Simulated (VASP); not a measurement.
# BeRhS3 (P6/mmm) in VASP: notebook, part 2 of 3

VASP 6.6.1. The steps go on from the part before.

**3. Single point, PBE, collinear spin, ferromagnetic start**

This run uses another cell than the first one, of 18.21 Å³/atom.

INCAR reads:

```
SYSTEM = BeRhS3
ALGO = Normal
EDIFF = 1E-6
ENCUT = 520
GGA = PE
ISIF = 2
ISMEAR = 0
ISPIN = 2
LASPH = .TRUE.
LCHARG = .TRUE.
LELF = .TRUE.
LMAXMIX = 4
LORBIT = 11
LREAL = .FALSE.
LVHAR = .TRUE.
LWAVE = .FALSE.
MAGMOM = 0 1 0 0 0
NBANDS = 30
NELM = 150
PREC = Accurate
SIGMA = 0.1
```

KPOINTS reads:

```
k-points
0
G
  6 6 4
  0 0 0
```

POSCAR reads:

```
BeRhS3
1.0
    5.1009882400      0.0000000000      0.0000000000
   -2.5504941200      4.4175854000      0.0000000000
    0.0000000000      0.0000000000      4.0415546000
Be Rh S
1 1 3
Direct
    0.0000000000      0.0000000000      0.5000000000
    0.0000000000      0.0000000000      0.0000000000
    0.5000000000      0.0000000000      0.0000000000
    0.0000000000      0.5000000000      0.0000000000
    0.5000000000      0.5000000000      0.0000000000
```

Potentials or basis: VASP PAW PBE potentials, release 64 (Be, Rh_pv, S).

Started as:

```console
> cat potpaw_PBE.64/Be/POTCAR potpaw_PBE.64/Rh_pv/POTCAR potpaw_PBE.64/S/POTCAR > POTCAR
> mpirun -np 1 vasp_std > vasp.out
```

OUTCAR:

```text
SYSTEM = BeRhS3
   EDIFF = 1E-6
   ENCUT = 520
   GGA = PE
   ISIF = 2
   ISMEAR = 0
   ISPIN = 2
   LASPH = .TRUE.
   LORBIT = 11
   LREAL = .FALSE.
   NELM = 150
   PREC = Accurate

 ion  position               nearest neighbor table
   1  0.000  0.000  0.500-   2 2.02   2 2.02
   2  0.000  0.000  0.000-   1 2.02   1 2.02   5 2.55   4 2.55   4 2.55   5 2.55   3 2.55   3 2.55

   3  0.500  0.000  0.000-   4 2.55   5 2.55   5 2.55   4 2.55   2 2.55   2 2.55
   4  0.000  0.500  0.000-   2 2.55   3 2.55   2 2.55   3 2.55   5 2.55   5 2.55
   5  0.500  0.500  0.000-   2 2.55   3 2.55   3 2.55   2 2.55   4 2.55   4 2.55

  LATTYP: Found a hexagonal cell.
 ALAT       =     5.1009882400
 C/A-ratio  =     0.7923081587

  Lattice vectors:

 A1 = (   5.1009882400,   0.0000000000,   0.0000000000)
 A2 = (  -2.5504941200,   4.4175854000,   0.0000000000)
 A3 = (   0.0000000000,   0.0000000000,   4.0415546000)

Analysis of symmetry for initial positions (statically):
=====================================================================
 Subroutine PRICEL returns:
 Original cell was already a primitive cell.

 Routine SETGRP: Setting up the symmetry group for a
 hexagonal supercell.

 Subroutine GETGRP returns: Found 24 space group operations
 (whereof 24 operations were pure point group operations)
 out of a pool of 24 trial point group operations.

The static configuration has the point symmetry D_6h.

Analysis of symmetry for dynamics (positions and initial velocities):
=====================================================================
 Subroutine PRICEL returns:
 Original cell was already a primitive cell.

 Routine SETGRP: Setting up the symmetry group for a
 hexagonal supercell.

 Subroutine GETGRP returns: Found 24 space group operations
 (whereof 24 operations were pure point group operations)
 out of a pool of 24 trial point group operations.

The dynamic configuration has the point symmetry D_6h.

Analysis of structural, dynamic, and magnetic symmetry:
=====================================================================
 Subroutine PRICEL returns:
 Original cell was already a primitive cell.

 Routine SETGRP: Setting up the symmetry group for a
 hexagonal supercell.

 Subroutine GETGRP returns: Found 24 space group operations
 (whereof 24 operations were pure point group operations)
 out of a pool of 24 trial point group operations.

The overall configuration has the point symmetry D_6h.

 Subroutine INISYM returns: Found 24 space group operations
 (whereof 24 operations are pure point group operations),
 and found     1 'primitive' translations

----------------------------------------------------------------------------------------

                                     Primitive cell

  volume of cell :      91.0726

  direct lattice vectors                    reciprocal lattice vectors
     5.100988240  0.000000000  0.000000000     0.196040444  0.113184003  0.000000000
    -2.550494120  4.417585400  0.000000000     0.000000000  0.226368006  0.000000000
     0.000000000  0.000000000  4.041554600     0.000000000  0.000000000  0.247429541

  length of vectors
     5.100988240  5.100988240  4.041554600     0.226368006  0.226368006  0.247429541

  position of ions in fractional coordinates (direct lattice)
     0.000000000  0.000000000  0.500000000
[... 85 lines left out ...]
   NFREE  =      0    steps in history (QN), initial steepest desc. (CG)
   ISIF   =      2    stress and relaxation
   ISYM   =      2    0-nonsym 1-usesym 2-fastsym
   POTIM  = 0.5000    time-step for ionic-motion
   TEBEG  =    0.0;   TEEND  =   0.0 temperature during run
   PSTRESS=    0.0 pullay stress
   NELECT =      35.0000    total number of electrons
   NUPDOWN=      -1.0000    fix difference up-down
   EMIN   =  10.00;   EMAX   =-10.00  energy-range for DOS
   EFERMI =   0.00;   METHOD = LEGACY
   ISMEAR =     0;   SIGMA  =   0.10  broadening in eV -4-tet -1-fermi 0-gaus
   EFERMI_NEDOS =   21; number of points for ismear=-14 and -15
   IALGO  =     38    algorithm
   IMIX   =      4    mixing-type and parameters
     AMIX     =   0.40;   BMIX     =  1.00
     AMIX_MAG =   1.60;   BMIX_MAG =  1.00
  volume/ion in A,a.u.               =      18.21       122.92
  Fermi-wavevector in a.u.,A,eV,Ry     =   1.190241  2.249230 19.275018  1.416674
  Thomas-Fermi vector in A             =   2.326330
   LORBIT       =     11    0 simple, 1 ext, 2 COOP (PROOUT), +10 PAW based schemes
   GGA     = PE    functional components
   LHFCALC =     F    Hartree Fock is set to
   AEXX    =    0.0000 exact exchange contribution
   IVDW    =     0    specifies the selected vdW correction
   LEPSILON=     F    determine dielectric tensor
   LRPA    =     F    only Hartree local field effects (RPA)
 spin polarized calculation
 Gauss-broadening in eV      SIGMA  =   0.10
  energy-cutoff  :      520.00
  volume of cell :       91.07
 maximum number of plane-waves:      2500
 NGX is ok and might be reduce to    40
   NGX = 19   NGY = 19   NGZ = 15

 number of electron      35.0000003 magnetization       0.0013726

 number of electron      35.0000003 magnetization      -0.0000530

 Free energy of the ion-electron system (eV)
  ---------------------------------------------------
  ext. energy  EPLUGINS =         0.00000000
  ---------------------------------------------------
  free energy    TOTEN  =       -19.78214543 eV

  energy without entropy =      -19.76473196  energy(sigma->0) =      -19.77343869

 E-fermi :   5.2561     XC(G=0):  -9.8494

 val. band max:        5.2529127356   @ k =   0.3333   0.0000   0.0000
 cond. band min:       5.2637433934   @ k =   0.3333   0.0000   0.2500
 fundamental gap:      0.0108306578
 Fermi energy:         5.2561488130

 spin component 1

 k-point     1 :       0.0000    0.0000    0.0000
  band No.  band energies     occupation
      1     -41.2842      1.00000
      2     -41.0322      1.00000
      3     -41.0322      1.00000
      4     -10.5219      1.00000
      5      -6.2926      1.00000
      6      -6.2926      1.00000
[... 661 lines left out ...]
     28      14.0105      0.00000
     29      16.2809      0.00000
 Fermi energy:         5.2561488130

 spin component 2

 k-point     1 :       0.0000    0.0000    0.0000
  band No.  band energies     occupation
      1     -41.2842      1.00000
      2     -41.0322      1.00000
      3     -41.0322      1.00000
      4     -10.5220      1.00000
      5      -6.2926      1.00000
      6      -6.2926      1.00000
[... 661 lines left out ...]
     28      14.0105      0.00000
     29      16.2809      0.00000
 [bands above 29 left out]

------------------------ aborting loop because EDIFF is reached ----------------------------------------

  FORCE on cell =-STRESS in cart. coord.  units (eV):
  Direction    XX          YY          ZZ          XY          YZ          ZX
  --------------------------------------------------------------------------------------
  -------------------------------------------------------------------------------------
  Total        1.6849382      1.6849382      4.4889697      0.0000000      0.0000000     -0.0000000
  in kB       29.6419546     29.6419546     78.9713433      0.0000000      0.0000000     -0.0000000
  external PRESSURE =      46.0850842 kB  Pullay stress =       0.0000000 kB

 VOLUME and BASIS-vectors are now :
 -----------------------------------------------------------------------------
  energy-cutoff  :      520.00
  volume of cell :       91.07
      direct lattice vectors                 reciprocal lattice vectors
     5.100988240  0.000000000  0.000000000     0.196040444  0.113184003  0.000000000
    -2.550494120  4.417585400  0.000000000     0.000000000  0.226368006  0.000000000
     0.000000000  0.000000000  4.041554600     0.000000000  0.000000000  0.247429541

 POSITION                                       TOTAL-FORCE (eV/Angst)
 -----------------------------------------------------------------------------------
      0.00000      0.00000      2.02078        -0.000000      0.000000      0.000000
      0.00000      0.00000      0.00000        -0.000000      0.000000      0.000000
      2.55049      0.00000      0.00000         0.000000      0.000000      0.000000
     -1.27525      2.20879      0.00000        -0.000000      0.000000      0.000000
      1.27525      2.20879      0.00000        -0.000000      0.000000      0.000000
 -----------------------------------------------------------------------------------
    total drift:                               -0.000000      0.000000     -0.000000

  FREE ENERGIE OF THE ION-ELECTRON SYSTEM (eV)
  ---------------------------------------------------
  free  energy   TOTEN  =       -19.7821454252 eV

  energy  without entropy=      -19.7647319578  energy(sigma->0) =      -19.77343869

 total charge

# of ion       s       p       d       tot
------------------------------------------
    1        0.450   0.462   0.000   0.912
    2        0.364   6.219   7.485  14.068
    3        1.420   2.130   0.000   3.550
    4        1.420   2.130   0.000   3.550
    5        1.420   2.130   0.000   3.550
--------------------------------------------------
tot          5.074  13.071   7.485  25.630

 magnetization (x)

# of ion       s       p       d       tot
------------------------------------------
    1       -0.000  -0.000   0.000  -0.000
    2       -0.000  -0.000   0.000   0.000
    3       -0.000  -0.000   0.000  -0.000
    4       -0.000  -0.000   0.000  -0.000
    5       -0.000  -0.000   0.000  -0.000
--------------------------------------------------
tot         -0.000  -0.000   0.000  -0.000
```

Wall time 1.9 min (1 thread of AMD EPYC 7R13 (Zen 3), shared host); peak memory 0.26 GiB.

What came out:

| Item | Value |
| --- | --- |
| Free energy | -19.7821 eV |
| Pressure | 4.6 GPa |
| Net moment | 0.00 μB per cell |
| Valence electrons inside the program's atomic spheres | Be 0.91; Rh 14.07; S 3.55 |

Levels at points of the mesh, in eV from the Fermi level:
Spin up:
| k point | band 15 | band 16 | band 17 | band 18 | band 19 | band 20 |
| --- | --- | --- | --- | --- | --- | --- |
| (0.00, 0.00, 0.00) | -1.56 | -0.51 | -0.38 | -0.38 | 1.51 | 3.07 |
| (0.50, 0.00, 0.00) | -2.04 | -1.26 | -0.84 | 0.11 | 1.23 | 1.81 |
| (0.00, 0.00, 0.50) | -1.54 | -1.28 | -1.28 | 0.40 | 0.67 | 1.56 |
| (0.50, 0.00, 0.50) | -2.01 | -1.38 | -1.10 | -0.53 | -0.35 | 1.28 |
Spin down:
| k point | band 14 | band 15 | band 16 | band 17 | band 18 | band 19 | band 20 | band 21 |
| --- | --- | --- | --- | --- | --- | --- | --- | --- |
| (0.00, 0.00, 0.00) | -1.56 | -1.56 | -0.51 | -0.38 | -0.38 | 1.51 | 3.07 | 3.07 |
| (0.50, 0.00, 0.00) | -2.11 | -2.04 | -1.26 | -0.84 | 0.11 | 1.23 | 1.81 | 2.64 |
| (0.00, 0.00, 0.50) | -1.54 | -1.54 | -1.28 | -1.28 | 0.40 | 0.67 | 1.56 | 3.57 |
| (0.50, 0.00, 0.50) | -2.69 | -2.01 | -1.38 | -1.10 | -0.53 | -0.35 | 1.28 | 3.98 |

Caveat: the k points lie up to 0.39 Å⁻¹ apart.

**4. Single point, PBE, collinear spin, ferromagnetic start**

INCAR reads:

```
PREC = Accurate ; ENCUT = 520
EDIFF = 1E-6 ; ISMEAR = 0
SIGMA = 0.1 ; LREAL = False
LASPH = True ; NELM = 150
ALGO = Normal ; ISIF = 2
LWAVE = False ; LCHARG = False
ISPIN = 2 ; MAGMOM = 0 1 0 0 0
LORBIT = 11 ; LMAXMIX = 4
GGA = PE ; NBANDS = 30
```

KPOINTS reads:

```
regular mesh
0
Gamma
  6 6 4
```

POSCAR: that of step 3 with these lines changed.

```diff
@@ -2,5 +2,5 @@
 1.0
-    5.1009882400      0.0000000000      0.0000000000
-   -2.5504941200      4.4175854000      0.0000000000
-    0.0000000000      0.0000000000      4.0415546000
+    5.1467254773      0.0000000000      0.0000000000
+   -2.5733627386      4.4571950096      0.0000000000
+    0.0000000000      0.0000000000      4.2536230884
 Be Rh S
```

Potentials or basis: VASP PAW PBE potentials, release 64 (Be, Rh_pv, S).

Started as:

```console
> cat potpaw_PBE.64/Be/POTCAR potpaw_PBE.64/Rh_pv/POTCAR potpaw_PBE.64/S/POTCAR > POTCAR
> mpirun -np 1 vasp_std > vasp.out
```

OUTCAR:

```text
PREC = Accurate
   ENCUT = 520
   EDIFF = 1E-6
   ISMEAR = 0
   LREAL = False
   LASPH = True
   NELM = 150
   ISIF = 2
   ISPIN = 2
   LORBIT = 11
   GGA = PE

 ion  position               nearest neighbor table
   1  0.000  0.000  0.500-   2 2.13   2 2.13
   2  0.000  0.000  0.000-   1 2.13   1 2.13   4 2.57   4 2.57   5 2.57   5 2.57   3 2.57   3 2.57

   3  0.500  0.000  0.000-   5 2.57   5 2.57   4 2.57   4 2.57   2 2.57   2 2.57
   4  0.000  0.500  0.000-   2 2.57   2 2.57   3 2.57   3 2.57   5 2.57   5 2.57
   5  0.500  0.500  0.000-   3 2.57   3 2.57   2 2.57   2 2.57   4 2.57   4 2.57

[... 1577 lines left out ...]
     0.000000000  0.000000000  4.253623088     0.000000000  0.000000000  0.235093702

 POSITION                                       TOTAL-FORCE (eV/Angst)
 -----------------------------------------------------------------------------------
      0.00000      0.00000      2.12681        -0.000000      0.000000      0.000000
      0.00000      0.00000      0.00000        -0.000000      0.000000      0.000000
      2.57336      0.00000      0.00000         0.000000      0.000000      0.000000
     -1.28668      2.22860      0.00000        -0.000000      0.000000      0.000000
      1.28668      2.22860      0.00000        -0.000000      0.000000      0.000000
 -----------------------------------------------------------------------------------
    total drift:                               -0.000000      0.000000     -0.000000

  FREE ENERGIE OF THE ION-ELECTRON SYSTEM (eV)
  ---------------------------------------------------
  free  energy   TOTEN  =       -19.9104612746 eV

  energy  without entropy=      -19.8894635297  energy(sigma->0) =      -19.89996240

 total charge

# of ion       s       p       d       tot
------------------------------------------
    1        0.438   0.375   0.000   0.812
    2        0.340   6.202   7.403  13.945
    3        1.418   2.122   0.000   3.541
    4        1.418   2.122   0.000   3.541
    5        1.418   2.122   0.000   3.541
--------------------------------------------------
tot          5.033  12.943   7.403  25.379

 magnetization (x)

# of ion       s       p       d       tot
------------------------------------------
    1       -0.000   0.000   0.000  -0.000
    2       -0.000   0.000   0.000   0.000
    3        0.000  -0.000   0.000   0.000
    4        0.000  -0.000   0.000   0.000
    5        0.000  -0.000   0.000   0.000
--------------------------------------------------
tot          0.000  -0.000   0.000   0.000
```

Wall time 90 s (1 thread of AMD EPYC 7R13 (Zen 3), shared host); peak memory 0.27 GiB.

Results:

```
Free energy                                           : -19.9105 eV
Pressure                                              : -0.1 GPa
Net moment                                            : 0.00 μB per cell
Valence electrons inside the program's atomic spheres : Be 0.81; Rh 13.95; S 3.54
```

Levels at points of the mesh, in eV from the Fermi level:
Spin up:
```tsv
k point	band 13	band 14	band 15	band 16	band 17	band 18	band 19	band 20	band 21	band 22
(0.00, 0.00, 0.00)	-2.25	-1.44	-1.44	-0.45	-0.45	-0.39	1.50	3.06	3.06	3.14
(0.50, 0.00, 0.00)	-2.59	-2.09	-2.01	-1.15	-0.72	0.08	1.24	1.87	2.31	3.36
(0.00, 0.00, 0.50)	-2.91	-1.42	-1.42	-1.10	-1.10	0.43	0.43	1.53	3.45	3.45
(0.50, 0.00, 0.50)	-2.90	-2.62	-1.95	-1.09	-1.03	-0.38	-0.36	1.27	3.85	4.99
```
Spin down:
| k point | band 14 | band 15 | band 16 | band 17 | band 18 | band 19 | band 20 | band 21 |
| --- | --- | --- | --- | --- | --- | --- | --- | --- |
| (0.00, 0.00, 0.00) | -1.44 | -1.44 | -0.45 | -0.45 | -0.39 | 1.50 | 3.06 | 3.06 |
| (0.50, 0.00, 0.00) | -2.09 | -2.01 | -1.15 | -0.72 | 0.08 | 1.24 | 1.87 | 2.31 |
| (0.00, 0.00, 0.50) | -1.42 | -1.42 | -1.10 | -1.10 | 0.43 | 0.43 | 1.53 | 3.45 |
| (0.50, 0.00, 0.50) | -2.62 | -1.95 | -1.09 | -1.03 | -0.38 | -0.36 | 1.27 | 3.85 |

Caveat: the k points lie up to 0.37 Å⁻¹ apart.

[end of part 2 of 3]
